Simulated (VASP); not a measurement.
Runs of VASP 6.6.1 on CdTe. The structure is that of space group F-43m (No. 216), or close to it. The cells are those of the table. 

```csv
task,cell,k mesh,smearing,gap on the mesh (eV),pressure (GPa),relaxed volume (Å³/atom)
relaxation of cell and atoms,"relaxed from a = 4.642 Å, angles 60.0°, 2 atoms",8 × 8 × 8,gaussian 0.02 eV,0.57,0.0,36.34
single point,"a = 4.681 Å, angles 60.0°, 2 atoms",8 × 8 × 8,gaussian 0.02 eV,0.58,0.1,-
single point,"a = 4.642 Å, angles 60.0°, 2 atoms",6 × 6 × 6,gaussian 0.1 eV,0.65,(a),-
relaxation of cell and atoms,"relaxed from a = 4.681 Å, angles 60.0°, 2 atoms",10 × 10 × 10,gaussian 0.02 eV,0.57,0.0,36.34
single point,"a = 4.681 Å, angles 60.0°, 2 atoms",10 × 10 × 10,gaussian 0.02 eV,0.58,0.1,-
```

Alike in all rows: level PBE; potentials or basis VASP PAW PBE potentials, release 64 (Cd, Te); no spin polarisation; cutoff (eV) 500.

**Question.** Fill in the values left out.

**Answer.** (a) 1.1.

Caveats: spin-orbit coupling is left out, which moves the levels of the heavy elements.

A k mesh can miss the band edges, and the runs leave out spin-orbit coupling on Cd, Te.
